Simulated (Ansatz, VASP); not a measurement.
One calculation of HfN, two programs

Contents of INCAR:

```
SYSTEM = HfN
  PREC = Accurate
  ENCUT = 520
  EDIFF = 1E-8
  ISMEAR = -1
  SIGMA = 0.03
  LREAL = .False.
  LASPH = .True.
  NELM = 80
  ALGO = Normal
  ISIF = 2
  LWAVE = .False.
  LCHARG = .False.
  LEFG = .True.
  NBANDS = 14
```

File KPOINTS:

```
regular mesh
0
Gamma
  10 10 10
  0 0 0
```

Contents of POSCAR:

```
HfN
1.0
    0.0000000000      2.2665050385      2.2665050385
    2.2665050385      0.0000000000      2.2665050385
    2.2665050385      2.2665050385      0.0000000000
Hf N
1 1
Direct
    0.0000000000      0.0000000000      0.0000000000
    0.5000000000      0.5000000000      0.5000000000
```

Input for Ansatz:

```yaml
crystal:
  lattice:
    - [0.0, 2.2665050385, 2.2665050385]
    - [2.2665050385, 0.0, 2.2665050385]
    - [2.2665050385, 2.2665050385, 0.0]
  atoms:
    - { symbol: Hf, position: [0.0, 0.0, 0.0] }
    - { symbol: "N", position: [0.5, 0.5, 0.5] }
kpoints:
  mp_grid: { grid: [10, 10, 10] }
scf:
  occupations: { method: fermi_dirac, width: 0.03 }
hamiltonian:
  xc: lda
  pseudopotentials: { kind: paw }
output:
  forces: true
  stress: true
  eigenvalues: true
  efg: { contact_densities: true }
```

Change from the starting cell: volume scaled by 1.01, PAW files.

Alike in both runs: task electric field gradients; functional LDA; k mesh 10 × 10 × 10; occupations fermi-dirac, width 0.03 eV; no spin polarisation.

```csv
,VASP,Ansatz
version,VASP 6.6.1,Ansatz 0.2.0
potentials or method,"VASP PAW LDA potentials, release 64 (Hf_pv, N)","PAW with Ansatz's default frozen-core files, scalar-relativistic"
plane-wave cutoff (eV),520,420
valence electrons in the cell,15,31
```

Ansatz gave:

* pressure (GPa): -11.9

Estimate VASP's values.

pressure (GPa): -13.1.

LDA's correlation is that of Perdew and Zunger in VASP and of Perdew and Wang (1992) in Ansatz. VASP's potentials hold 15 valence electrons a cell and Ansatz's 31, so a difference there can come from the potentials and not from the codes.

Neither program's run includes spin-orbit coupling.
